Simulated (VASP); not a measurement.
Crystal: Si3N4.

```
Si N
1.0
    -3.24519    3.24519    3.24519
     3.24519   -3.24519    3.24519
     3.24519    3.24519   -3.24519
Si N
6 8
Direct
  0.37500 0.25000 0.62500
  0.62500 0.37500 0.25000
  0.87500 0.12500 0.75000
  0.25000 0.62500 0.37500
  0.75000 0.87500 0.12500
  0.12500 0.75000 0.87500
  0.50000 0.00000 0.06271
  0.56271 0.50000 0.00000
  0.93729 0.93729 0.93729
  0.00000 0.56271 0.50000
  0.43729 0.43729 0.43729
  0.00000 0.06271 0.50000
  0.50000 0.00000 0.56271
  0.06271 0.50000 0.00000
```

| Quantity | Value |
| --- | --- |
| Program | VASP 6.6.1 |
| Task | relaxation of cell and atoms |
| Functional | PBEsol |
| Potentials or basis | VASP PAW PBE potentials, release 64 (Si, N) |
| Cutoff | 600 eV |
| k mesh | 6 × 6 × 6 |
| Occupations | fermi-dirac, width 0.02 eV |
| Spin | no spin polarisation |

At the start: pressure -4.1 GPa; volume 9.76 Å³/atom.

Question: Where does the relaxation end?

Answer: Over 7 steps the energy falls by 2.0 meV/atom and the volume is 9.61 Å³/atom (-1.6 %); space group I-43d (No. 220, to 0.05 Å).

The path:
```tsv
step	energy change (eV)	largest force (eV/Å)	pressure (GPa)	volume (Å³)
1	0.0000	0.0034	-4.10	136.70
2	0.0234	0.0899	5.96	131.82
3	-0.0273	0.0351	-0.02	134.61
4	-0.0273	0.0357	0.07	134.57
5	-0.0277	0.0280	0.07	134.55
6	-0.0283	0.0044	0.08	134.49
7	-0.0283	0.0012	0.08	134.48
```

Final structure:
```cif
data_structure
_symmetry_space_group_name_H-M 'P 1'
_symmetry_Int_Tables_number 1
_cell_length_a 5.5902
_cell_length_b 5.5902
_cell_length_c 5.5902
_cell_angle_alpha 109.471
_cell_angle_beta 109.471
_cell_angle_gamma 109.471
_cell_volume 134.48
loop_
_atom_site_label
_atom_site_type_symbol
_atom_site_fract_x
_atom_site_fract_y
_atom_site_fract_z
_atom_site_occupancy
Si1 Si 0.37500 0.25000 0.62500 1
Si2 Si 0.62500 0.37500 0.25000 1
Si3 Si 0.87500 0.12500 0.75000 1
Si4 Si 0.25000 0.62500 0.37500 1
Si5 Si 0.75000 0.87500 0.12500 1
Si6 Si 0.12500 0.75000 0.87500 1
N1 N 0.50000 0.00000 0.06151 1
N2 N 0.56151 0.50000 0.00000 1
N3 N 0.93849 0.93849 0.93849 1
N4 N 0.00000 0.56151 0.50000 1
N5 N 0.43849 0.43849 0.43849 1
N6 N 0.00000 0.06151 0.50000 1
N7 N 0.50000 0.00000 0.56151 1
N8 N 0.06151 0.50000 0.00000 1
```

Caveat: the PAW data sets were made with another functional, which shifts forces and pressure a little.
